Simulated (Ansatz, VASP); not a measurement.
**MoS2 in VASP and in Ansatz**

Contents of INCAR:

```
ALGO     = Normal         # electronic algorithm
EDIFF    = 1E-7           # SCF threshold, eV
ENCUT    = 520            # plane-wave cutoff, eV
GGA      = PE             # functional
ISIF     = 2              # what is computed and relaxed
ISMEAR   = 0              # smearing method
IVDW     = 12             # dispersion correction
LASPH    = True           # aspherical terms in the spheres
LCHARG   = True           # write CHGCAR
LELF     = True           # ELF
LREAL    = False          # projectors in reciprocal space
LVHAR    = True         
LWAVE    = False          # write WAVECAR
NBANDS   = 35             # bands
NELM     = 60             # most SCF steps
PREC     = Accurate       # precision mode
SIGMA    = 0.05           # smearing width, eV
```

KPOINTS

```
k-points
0
Gamma
  12 12 4
```

File POSCAR:

```
MoS2
1.0
    3.1021108587      0.0000000000      0.0000000000
   -1.5510554294      2.6865068090      0.0000000000
    0.0000000000      0.0000000000     11.7280312675
Mo S
2 4
Direct
    0.3333333333      0.6666666667      0.2500000000
    0.6666666667      0.3333333333      0.7500000000
    0.3333333333      0.6666666667      0.6204905688
    0.6666666667      0.3333333333      0.1204905688
    0.3333333333      0.6666666667      0.8795094312
    0.6666666667      0.3333333333      0.3795094312
```

Input for Ansatz:

```yaml
crystal:
  lattice:
    - [3.1021108587, 0.0, 0.0]
    - [-1.5510554294, 2.686506809, 0.0]
    - [0.0, 0.0, 11.7280312675]
  atoms:
    - { symbol: Mo, position: [0.3333333333, 0.6666666667, 0.25] }
    - { symbol: Mo, position: [0.6666666667, 0.3333333333, 0.75] }
    - { symbol: S, position: [0.3333333333, 0.6666666667, 0.6204905688] }
    - { symbol: S, position: [0.6666666667, 0.3333333333, 0.1204905688] }
    - { symbol: S, position: [0.3333333333, 0.6666666667, 0.8795094312] }
    - { symbol: S, position: [0.6666666667, 0.3333333333, 0.3795094312] }
basis:
  ecutwfc: 420
kpoints:
  mp_grid: { grid: [12, 12, 4] }
hamiltonian:
  xc: pbe
  dispersion: d3bj
scf:
  occupations: { method: gaussian, width: 0.05 }
output:
  forces: true
  stress: true
  eigenvalues: true
```

Change from the starting cell: strain -0.015 along x and y, -0.030 along z, atoms carried along.

Alike in both runs: task single point; functional PBE; dispersion D3(BJ); k mesh 12 × 12 × 4; occupations gaussian, width 0.05 eV; no spin polarisation.

```csv
,VASP,Ansatz
version,VASP 6.6.1,Ansatz 0.2.0
potentials or method,"VASP PAW PBE potentials, release 64 (Mo_sv, S), cutoff 520 eV","scalar-relativistic, plane waves, PAW"
valence electrons in the cell,52,52
```

Ansatz gave:

- gap on the k mesh at the Fermi level (eV): 0.65
- least direct gap on the mesh (eV): 1.75
- pressure (GPa): 11.0
- traceless stress, the component that is largest in VASP (GPa): 2.95
- rms of the force components (eV/Å): 0.595

Problem. Which values does VASP return?

Solution. gap on the k mesh at the Fermi level (eV): 0.67; least direct gap on the mesh (eV): 1.76; pressure (GPa): 10.8; traceless stress, the component that is largest in VASP (GPa): 2.89; rms of the force components (eV/Å): 0.585.

Atom by atom the forces differ by 0.010 eV/Å (rms over components).
